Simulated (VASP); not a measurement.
# Pt (I4/mmm) in VASP: notebook

Runs on Pt. Level: PBE. Tasks: single point.

Everything below comes from runs of VASP 6.6.1. Logs are shortened: lines on timing, memory, paths and dates and some standing lists are left out, and cuts for length are marked.

### 1 The cell of the first run

Symmetry: I4/mmm, No. 139, tetragonal system. The conventional cell has a = 3.232 Å, b = 3.232 Å, c = 2.876 Å, α = 90.00°, β = 90.00°, γ = 90.00°. Within 3.6 Å of Pt (site symmetry 4/mmm) lie 14 Pt at 2.70 to 3.23 Å.

### 2 Single point, PBE (15.02 Å³/atom)

INCAR reads:

```
  ALGO = Normal
  EDIFF = 1E-6
  ENCUT = 520
  GGA = PE
  ISIF = 2
  ISMEAR = 0
  LASPH = True
  LCHARG = True
  LELF = True
  LREAL = False
  LVHAR = True
  LWAVE = False
  NBANDS = 11
  NELM = 60
  PREC = Accurate
  SIGMA = 0.15
```

KPOINTS reads:

```
k-points
0
Gamma
  22 22 22
```

POSCAR reads:

```
Pt
1.0
    0.0000000000      2.2851349359      1.4378069017
    2.2851349359      0.0000000000      1.4378069017
    2.2851349359      2.2851349359      0.0000000000
Pt
1
Direct
    0.0000000000      0.0000000000      0.0000000000
```

Potentials or basis: VASP PAW PBE potentials, release 64 (Pt).

On the command line:

```sh
$ cat potpaw_PBE.64/Pt/POTCAR > POTCAR
$ mpirun -np 1 vasp_std > vasp.out
```

OUTCAR:

```text
EDIFF = 1E-6
   ENCUT = 520
   GGA = PE
   ISIF = 2
   ISMEAR = 0
   LASPH = True
   LREAL = False
   NELM = 60
   PREC = Accurate

 ion  position               nearest neighbor table
   1  0.000  0.000  0.000-

  LATTYP: Found a body centered tetragonal cell.
 ALAT       =     3.2316688182
 C/A-ratio  =     0.8898231735

  Lattice vectors:

 A1 = (   0.0000000000,  -2.2851349359,  -1.4378069017)
 A2 = (   0.0000000000,   2.2851349359,  -1.4378069017)
 A3 = (   2.2851349359,   0.0000000000,   1.4378069017)

Analysis of symmetry for initial positions (statically):
=====================================================================
 Subroutine PRICEL returns:
 Original cell was already a primitive cell.

 Routine SETGRP: Setting up the symmetry group for a
 body centered tetragonal supercell.

 Subroutine GETGRP returns: Found 16 space group operations
 (whereof 16 operations were pure point group operations)
 out of a pool of 16 trial point group operations.

The static configuration has the point symmetry D_4h.

Analysis of symmetry for dynamics (positions and initial velocities):
=====================================================================
 Subroutine PRICEL returns:
 Original cell was already a primitive cell.

 Routine SETGRP: Setting up the symmetry group for a
 body centered tetragonal supercell.

 Subroutine GETGRP returns: Found 16 space group operations
 (whereof 16 operations were pure point group operations)
 out of a pool of 16 trial point group operations.

The dynamic configuration has the point symmetry D_4h.

 Subroutine INISYM returns: Found 16 space group operations
 (whereof 16 operations are pure point group operations),
 and found     1 'primitive' translations

----------------------------------------------------------------------------------------

                                     Primitive cell

  volume of cell :      15.0160

  direct lattice vectors                    reciprocal lattice vectors
     0.000000000  2.285134936  1.437806902    -0.218805460  0.218805460  0.347751843
     2.285134936  0.000000000  1.437806902     0.218805460 -0.218805460  0.347751843
     2.285134936  2.285134936  0.000000000     0.218805460  0.218805460 -0.347751843

  length of vectors
     2.699838951  2.699838951  3.231668818     0.465492215  0.465492215  0.465492215

  position of ions in fractional coordinates (direct lattice)
     0.000000000  0.000000000  0.000000000
[... 81 lines left out ...]
   NFREE  =      0    steps in history (QN), initial steepest desc. (CG)
   ISIF   =      2    stress and relaxation
   ISYM   =      2    0-nonsym 1-usesym 2-fastsym
   POTIM  = 0.5000    time-step for ionic-motion
   TEBEG  =    0.0;   TEEND  =   0.0 temperature during run
   PSTRESS=    0.0 pullay stress
   NELECT =      10.0000    total number of electrons
   NUPDOWN=      -1.0000    fix difference up-down
   EMIN   =  10.00;   EMAX   =-10.00  energy-range for DOS
   EFERMI =   0.00;   METHOD = LEGACY
   ISMEAR =     0;   SIGMA  =   0.15  broadening in eV -4-tet -1-fermi 0-gaus
   EFERMI_NEDOS =   21; number of points for ismear=-14 and -15
   IALGO  =     38    algorithm
   IMIX   =      4    mixing-type and parameters
     AMIX     =   0.40;   BMIX     =  1.00
     AMIX_MAG =   1.60;   BMIX_MAG =  1.00
  volume/ion in A,a.u.               =      15.02       101.33
  Fermi-wavevector in a.u.,A,eV,Ry     =   1.429629  2.701607 27.808127  2.043840
  Thomas-Fermi vector in A             =   2.549562
   LORBIT       =      0    0 simple, 1 ext, 2 COOP (PROOUT), +10 PAW based schemes
   GGA     = PE    functional components
   LHFCALC =     F    Hartree Fock is set to
   AEXX    =    0.0000 exact exchange contribution
   IVDW    =     0    specifies the selected vdW correction
   LEPSILON=     F    determine dielectric tensor
   LRPA    =     F    only Hartree local field effects (RPA)
 non-spin polarized calculation
 Gauss-broadening in eV      SIGMA  =   0.15
  energy-cutoff  :      520.00
  volume of cell :       15.02
 maximum number of plane-waves:       422
   NGX =  9   NGY =  9   NGZ = 13

 number of electron      10.0000000 magnetization

 Free energy of the ion-electron system (eV)
  ---------------------------------------------------
  ext. energy  EPLUGINS =         0.00000000
  ---------------------------------------------------
  free energy    TOTEN  =        -6.01874561 eV

  energy without entropy =       -6.00590167  energy(sigma->0) =       -6.01232364

 E-fermi :  11.1987     XC(G=0): -13.5093

 val. band max:       11.1963554386   @ k =  -0.4091   0.5000   0.0909
 cond. band min:      11.1989000165   @ k =   0.4091   0.1364   0.0455
 fundamental gap:      0.0025445779
 Fermi energy:        11.1987196476

 k-point     1 :       0.0000    0.0000    0.0000
  band No.  band energies     occupation
      1       1.0939      2.00000
      2       6.7110      2.00000
      3       7.8330      2.00000
      4       7.8330      2.00000
      5       9.0935      2.00000
      6      10.6240      2.00000
      7      27.4624      0.00000
      8      27.4624      0.00000
      9      30.0526      0.00000
     10      37.9505      0.00000
     11      38.4461      0.00000
[... 309 lines left out ...]
 k-point    24 :      -0.4545    0.0455    0.0000
  band No.  band energies     occupation
      1       4.1968      2.00000
      2       5.6107      2.00000
      3       9.6782      2.00000
      4      10.0946      2.00000
      5      11.9322      0.00000
      6      12.0744      0.00000
      7      18.9979      0.00000
      8      24.3960      0.00000
      9      26.5474      0.00000
     10      35.2874      0.00000
     11      36.1563      0.00000

 [... further k-points ...]

------------------------ aborting loop because EDIFF is reached ----------------------------------------

  FORCE on cell =-STRESS in cart. coord.  units (eV):
  Direction    XX          YY          ZZ          XY          YZ          ZX
  --------------------------------------------------------------------------------------
  -------------------------------------------------------------------------------------
  Total        1.6016855      1.6016855      0.5410681      0.0000000     -0.0000000      0.0000000
  in kB      170.8966580    170.8966580     57.7308881      0.0000000     -0.0000000      0.0000000
  external PRESSURE =     133.1747347 kB  Pullay stress =       0.0000000 kB

 VOLUME and BASIS-vectors are now :
 -----------------------------------------------------------------------------
  energy-cutoff  :      520.00
  volume of cell :       15.02
      direct lattice vectors                 reciprocal lattice vectors
     0.000000000  2.285134936  1.437806902    -0.218805460  0.218805460  0.347751843
     2.285134936  0.000000000  1.437806902     0.218805460 -0.218805460  0.347751843
     2.285134936  2.285134936  0.000000000     0.218805460  0.218805460 -0.347751843

 POSITION                                       TOTAL-FORCE (eV/Angst)
 -----------------------------------------------------------------------------------
      0.00000      0.00000      0.00000         0.000000      0.000000      0.000000
 -----------------------------------------------------------------------------------
    total drift:                               -0.000000     -0.000000      0.000000

  FREE ENERGIE OF THE ION-ELECTRON SYSTEM (eV)
  ---------------------------------------------------
  free  energy   TOTEN  =        -6.0187456067 eV

  energy  without entropy=       -6.0059016723  energy(sigma->0) =       -6.01232364
```

stdout:

```text
POSCAR found type information on POSCAR Pt
 POSCAR found :  1 types and       1 ions
 scaLAPACK will be used
 LDA part: xc-table for (Slater+PW92), standard interpolation
 POSCAR, INCAR and KPOINTS ok, starting setup
 FFT: planning ... GRIDC
 FFT: planning ... GRID_SOFT
 FFT: planning ... GRID
 WAVECAR not read
 entering main loop
```

Wall time 77 s (1 thread of Intel Xeon Platinum 8259CL at 2.50GHz (Skylake/Cascade Lake), shared host); peak memory 0.25 GiB.

Results:

- Free energy: -6.0187 eV
- Pressure: 13.3 GPa
- Band gap on the k mesh: zero (bands 5 and 6 overlap by 2.32 eV)

Stress tensor (GPa, compression positive):
```
17.09  0.00  0.00
 0.00 17.09  0.00
 0.00  0.00  5.77
```

Levels at points of the mesh, in eV from the Fermi level:
```
           k point  band 1  band 2  band 3  band 4  band 5  band 6  band 7  band 8  band 9  band 10
(0.00, 0.00, 0.00)  -10.10   -4.49   -3.37   -3.37   -2.11   -0.57   16.26   16.26   18.85    26.75
(0.50, 0.00, 0.00)   -7.10   -5.71   -1.38   -0.11    0.36    1.02    7.09   12.84   15.28    24.42
(0.50, 0.50, 0.00)   -6.73   -6.68    0.39    0.39    0.76    6.55    6.55   10.28   13.02    18.34
(0.50, 0.00, 0.50)   -7.26   -4.52   -2.36   -1.17   -0.46    0.89    5.98   14.13   18.24    22.21
```

Caveat: the stress differs along the axes, from 6 to 17 GPa; spin-orbit coupling is left out, which moves the levels of the heavy elements.

### 3 Single point, PBE (15.02 Å³/atom)

INCAR reads:

```
PREC = Accurate ; ENCUT = 520
EDIFF = 1E-6 ; ISMEAR = 0
SIGMA = 0.15 ; LREAL = F
LASPH = T ; NELM = 100
ALGO = Normal ; ISIF = 2
LWAVE = F ; LCHARG = T
GGA = PE ; LELF = T
LVHAR = T ; NBANDS = 11
```

KPOINTS reads:

```
Automatic mesh
0
Gamma
  22 22 22
```

POSCAR reads:

```
Pt
1.0
    0.0000000000      1.8598780514      2.1704776860
    1.8598780514      0.0000000000      2.1704776860
    1.8598780514      1.8598780514      0.0000000000
Pt
1
Direct
    0.0000000000      0.0000000000      0.0000000000
```

Potentials or basis: VASP PAW PBE potentials, release 64 (Pt).

On the command line:

```sh
$ cat potpaw_PBE.64/Pt/POTCAR > POTCAR
$ mpirun -np 1 vasp_std > vasp.out
```

It took 67 s on 1 thread of Intel Xeon Platinum 8259CL at 2.50GHz (Skylake/Cascade Lake), shared host; peak memory 0.26 GiB.

It converged, with:

| Quantity | Value |
| --- | --- |
| Free energy | -5.9858 eV |
| Pressure | 14.5 GPa |
| Band gap on the k mesh | zero (bands 5 and 6 overlap by 3.04 eV) |

Stress tensor (GPa, compression positive):
```
22.58  0.00  0.00
 0.00 22.58  0.00
 0.00  0.00 -1.54
```

Levels at points of the mesh, in eV from the Fermi level:
| k point | band 2 | band 3 | band 4 | band 5 | band 6 | band 7 | band 8 | band 9 |
| --- | --- | --- | --- | --- | --- | --- | --- | --- |
| (0.00, 0.00, 0.00) | -4.93 | -2.94 | -2.94 | -2.81 | -0.52 | 15.11 | 17.30 | 21.02 |
| (0.50, 0.00, 0.00) | -4.62 | -2.91 | -0.32 | -0.20 | 0.41 | 6.20 | 13.58 | 18.62 |
| (0.50, 0.50, 0.00) | -6.66 | 0.11 | 0.32 | 0.47 | 0.47 | 6.49 | 13.47 | 13.47 |
| (0.50, 0.00, 0.50) | -6.40 | -0.34 | -0.20 | 1.50 | 2.96 | 10.35 | 10.57 | 11.26 |

Caveat: the stress differs along the axes, from -2 to 23 GPa; spin-orbit coupling is left out, which moves the levels of the heavy elements.

### 4 Single point, PBE (15.02 Å³/atom)

INCAR reads:

```
PREC = Accurate ; ENCUT = 520
EDIFF = 1E-6 ; ISMEAR = 0
SIGMA = 0.15 ; LREAL = F
LASPH = T ; NELM = 80
ALGO = Fast ; ISIF = 2
LWAVE = F ; LCHARG = T
GGA = PE ; LELF = T
LVHAR = T ; NBANDS = 11
```

KPOINTS reads:

```
regular mesh
0
Gamma
  22 22 22
```

POSCAR reads:

```
Pt
1.0
    0.0000000000      2.0615697847      1.7665591485
    2.0615697847      0.0000000000      1.7665591485
    2.0615697847      2.0615697847      0.0000000000
Pt
1
Direct
    0.0000000000      0.0000000000      0.0000000000
```

On the command line:

```sh
$ cat potpaw_PBE.64/Pt/POTCAR > POTCAR
$ mpirun -np 1 vasp_std > vasp.out
```

Wall time 89 s (1 thread of Intel Xeon Platinum 8259CL at 2.50GHz (Skylake/Cascade Lake), shared host); peak memory 0.25 GiB.

The run converged. Its results:

```
Free energy            : -6.0423 eV
Pressure               : 12.4 GPa
Band gap on the k mesh : zero (bands 5 and 6 overlap by 2.72 eV)
```

Stress tensor (GPa, compression positive):
```
 9.85  0.00  0.00
 0.00  9.85  0.00
 0.00  0.00 17.36
```

Levels at points of the mesh, in eV from the Fermi level:
```csv
k point,band 1,band 2,band 3,band 4,band 5,band 6,band 7,band 8,band 9,band 10
"(0.00, 0.00, 0.00)",-10.15,-4.08,-4.08,-2.60,-2.50,-0.82,15.17,18.40,18.40,22.92
"(0.50, 0.00, 0.00)",-7.23,-4.62,-2.76,-0.36,-0.30,0.64,6.15,13.92,17.76,21.28
"(0.50, 0.50, 0.00)",-6.86,-6.60,0.16,0.63,0.63,4.14,9.73,9.73,11.71,19.12
"(0.50, 0.00, 0.50)",-7.09,-6.33,-0.18,-0.10,0.97,1.08,7.87,12.06,13.30,21.82
```

Caveat: the stress differs along the axes, from 10 to 17 GPa; spin-orbit coupling is left out, which moves the levels of the heavy elements.

### 5 Single point, PBE (15.02 Å³/atom)

INCAR reads:

```
PREC = Accurate ; ENCUT = 520
EDIFF = 1E-7 ; ISMEAR = 0
SIGMA = 0.15 ; LREAL = False
LASPH = True ; NELM = 80
ALGO = Fast ; ISIF = 2
LWAVE = False ; LCHARG = True
GGA = PE ; LELF = True
LVHAR = True ; NBANDS = 11
```

KPOINTS reads:

```
Automatic mesh
0
Gamma
  22 22 22
```

POSCAR reads:

```
Pt
1.0
    0.0000000000      2.0091760846      1.8598943015
    2.0091760846      0.0000000000      1.8598943015
    2.0091760846      2.0091760846      0.0000000000
Pt
1
Direct
    0.0000000000      0.0000000000      0.0000000000
```

On the command line:

```sh
$ cat potpaw_PBE.64/Pt/POTCAR > POTCAR
$ mpirun -np 1 vasp_std > vasp.out
```

Wall time 1.7 min (1 thread of Intel Xeon Platinum 8259CL at 2.50GHz (Skylake/Cascade Lake), shared host); peak memory 0.25 GiB.

It converged, with:

```yaml
Free_energy: -6.0749 eV
Pressure: 11.4 GPa
Band_gap_on_the_k_mesh: zero (bands 5 and 6 overlap by 2.62 eV)
```

Stress tensor (GPa, compression positive):
```
 9.52  0.00  0.00
 0.00  9.52  0.00
 0.00  0.00 15.13
```

Levels at points of the mesh, in eV from the Fermi level:
```csv
k point,band 2,band 3,band 4,band 5,band 6,band 7,band 8,band 9
"(0.00, 0.00, 0.00)",-4.03,-4.03,-3.18,-2.15,-1.16,14.76,18.98,18.98
"(0.50, 0.00, 0.00)",-4.29,-3.37,-0.44,-0.17,0.32,5.96,14.11,18.34
"(0.50, 0.50, 0.00)",-6.64,0.03,0.56,0.56,2.87,10.32,10.53,10.53
"(0.50, 0.00, 0.50)",-6.58,-0.02,0.15,0.83,1.33,8.34,11.68,12.26
```

Caveat: the stress differs along the axes, from 10 to 15 GPa; spin-orbit coupling is left out, which moves the levels of the heavy elements.

### 6 Single point, PBE (15.02 Å³/atom)

INCAR reads:

```
  PREC = Accurate
  ENCUT = 520
  EDIFF = 1E-6
  ISMEAR = 0
  SIGMA = 0.15
  LREAL = F
  LASPH = T
  NELM = 80
  ALGO = Normal
  ISIF = 2
  LWAVE = F
  LCHARG = F
  GGA = PE
  NBANDS = 11
```

KPOINTS is that of step 5.

POSCAR reads:

```
Pt
1.0
    0.0000000000      2.1153416449      1.6778889927
    2.1153416449      0.0000000000      1.6778889927
    2.1153416449      2.1153416449      0.0000000000
Pt
1
Direct
    0.0000000000      0.0000000000      0.0000000000
```

Potentials or basis: VASP PAW PBE potentials, release 64 (Pt).

On the command line:

```sh
$ cat potpaw_PBE.64/Pt/POTCAR > POTCAR
$ mpirun -np 1 vasp_std > vasp.out
```

Wall time 73 s (1 thread of Intel Xeon Platinum 8259CL at 2.50GHz (Skylake/Cascade Lake), shared host); peak memory 0.25 GiB.

It converged, with:

* Free energy: -6.0063 eV
* Pressure: 13.3 GPa
* Band gap on the k mesh: zero (bands 5 and 6 overlap by 2.38 eV)

Stress tensor (GPa, compression positive):
```
10.93  0.00  0.00
 0.00 10.93  0.00
 0.00  0.00 18.06
```

Levels at points of the mesh, in eV from the Fermi level:
| k point | band 3 | band 4 | band 5 | band 6 | band 7 | band 8 |
| --- | --- | --- | --- | --- | --- | --- |
| (0.00, 0.00, 0.00) | -4.01 | -3.06 | -1.87 | -0.71 | 15.79 | 17.86 |
| (0.50, 0.00, 0.00) | -2.11 | -0.55 | -0.14 | 0.94 | 6.40 | 13.68 |
| (0.50, 0.50, 0.00) | 0.34 | 0.66 | 0.66 | 5.54 | 8.96 | 8.96 |
| (0.50, 0.00, 0.50) | -0.50 | -0.34 | 0.63 | 1.21 | 7.43 | 12.51 |

Caveat: the stress differs along the axes, from 11 to 18 GPa; spin-orbit coupling is left out, which moves the levels of the heavy elements.

### 7 The runs side by side

```tsv
cell	gap on the mesh (eV)	pressure (GPa)
a = 2.700, b = 2.700, c = 3.232 Å, angles 53.2, 53.2, 73.5°, 1 atom	none	13.3
a = 2.858, b = 2.858, c = 2.630 Å, angles 62.6, 62.6, 54.8°, 1 atom	none	14.5
a = 2.715, b = 2.715, c = 2.915 Å, angles 57.5, 57.5, 65.0°, 1 atom	none	12.4
a = 2.738, b = 2.738, c = 2.841 Å, angles 58.7, 58.7, 62.5°, 1 atom	none	11.4
a = 2.700, b = 2.700, c = 2.992 Å, angles 56.4, 56.4, 67.3°, 1 atom	none	13.3
```

Alike in all rows: task single point; level PBE; potentials or basis VASP PAW PBE potentials, release 64 (Pt); no spin polarisation; k mesh 22 × 22 × 22; cutoff (eV) 520; smearing gaussian 0.15 eV.

Caveats: spin-orbit coupling is left out, which moves the levels of the heavy elements; the stress differs along the axes, from 6 to 17 GPa (at least some runs); the stress differs along the axes, from -2 to 23 GPa (at least some runs); the stress differs along the axes, from 10 to 17 GPa (at least some runs); the stress differs along the axes, from 10 to 15 GPa (at least some runs); the stress differs along the axes, from 11 to 18 GPa (at least some runs).

Total energies depend on the potentials used, so only differences within one code and one set of settings carry meaning.
